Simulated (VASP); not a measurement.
Set up this calculation in VASP 6.6.1, as the native input.

```
Task                   : single point
Functional             : PBE
Dispersion             : D3(BJ)
Potentials or basis    : VASP PAW PBE potentials, release 64 (Ti_sv, N, H)
Cutoff                 : 520 eV
k mesh                 : 5 × 5 × 1
Occupations            : gaussian, width 0.1 eV
Spin                   : no spin polarisation
Dipole correction      : yes
Further INCAR settings : LREAL = Auto; ALGO = Normal; EDIFF = 1e-06; NBANDS = 120
```

The structure of Ti12HN12 lies in POSCAR:

```
Ti12HN12
1.0
    5.9473589866      0.0000000000      0.0000000000
    0.0000000000      5.9473589866      0.0000000000
    0.0000000000      0.0000000000     21.6533569277
Ti N H
12 12 1
Direct
    0.2500000000      0.2500000000      0.1847288628
    0.2500000000      0.7500000000      0.1847288628
    0.7500000000      0.2500000000      0.1847288628
    0.7500000000      0.7500000000      0.1847288628
    0.0000000000      0.0000000000      0.2801771125
    0.0000000000      0.5000000000      0.2801771125
    0.5000000000      0.0000000000      0.2801771125
    0.5000000000      0.5000000000      0.2801771125
    0.2500000000      0.2500000000      0.3715894834
    0.2500000000      0.7500000000      0.3715894834
    0.7500000000      0.2500000000      0.3715894834
    0.7500000000      0.7500000000      0.3715894834
    0.0000000000      0.0000000000      0.1847288628
    0.0000000000      0.5000000000      0.1847288628
    0.5000000000      0.0000000000      0.1847288628
    0.5000000000      0.5000000000      0.1847288628
    0.2500000000      0.2500000000      0.2786780157
    0.2500000000      0.7500000000      0.2786780157
    0.7500000000      0.2500000000      0.2786780157
    0.7500000000      0.7500000000      0.2786780157
    0.0000000000      0.0000000000      0.3811583098
    0.0000000000      0.5000000000      0.3811583098
    0.5000000000      0.0000000000      0.3811583098
    0.5000000000      0.5000000000      0.3811583098
    0.1666666667      0.1666666667      0.5104685137
```

These files were run (other wordings do the same):

INCAR

```
PREC     = Accurate       # precision mode
ENCUT    = 520            # plane-wave cutoff, eV
EDIFF    = 1E-6           # SCF threshold, eV
ISMEAR   = 0              # smearing method
SIGMA    = 0.1            # smearing width, eV
LREAL    = Auto         
LASPH    = True           # aspherical terms in the spheres
NELM     = 60             # most SCF steps
ALGO     = Normal         # electronic algorithm
ISIF     = 2              # what is computed and relaxed
LWAVE    = False          # write WAVECAR
LCHARG   = True           # write CHGCAR
LDIPOL   = True         
IDIPOL   = 3            
DIPOL    = 0.5 0.5 0.289
GGA      = PE             # functional
IVDW     = 12             # dispersion correction
LELF     = True           # ELF
LVHAR    = True         
LVACPOTAV= True         
NBANDS   = 120            # bands
```

KPOINTS

```
regular mesh
0
Gamma
  5 5 1
```

Potentials or basis: VASP PAW PBE potentials, release 64 (Ti_sv, N, H).

The run is started by

```sh
$ cat potpaw_PBE.64/Ti_sv/POTCAR potpaw_PBE.64/N/POTCAR potpaw_PBE.64/H/POTCAR > POTCAR
$ mpirun -np 1 vasp_std > vasp.out
```

It gave:

```yaml
Largest_force: 1.966 eV/Å
Band_gap_on_the_k_mesh: zero (an odd number of electrons rules out a gap without spin polarisation)
Dispersion_energy_per_atom: -0.309 eV
```

Caveat: an odd number of electrons without spin polarisation forces a metal; a magnetic or distorted state may lie lower.

Run time: 27 min on 1 thread of Intel(R) Xeon(R) 6975P-C (Granite Rapids), with other jobs on the host, peak memory 1 GiB.
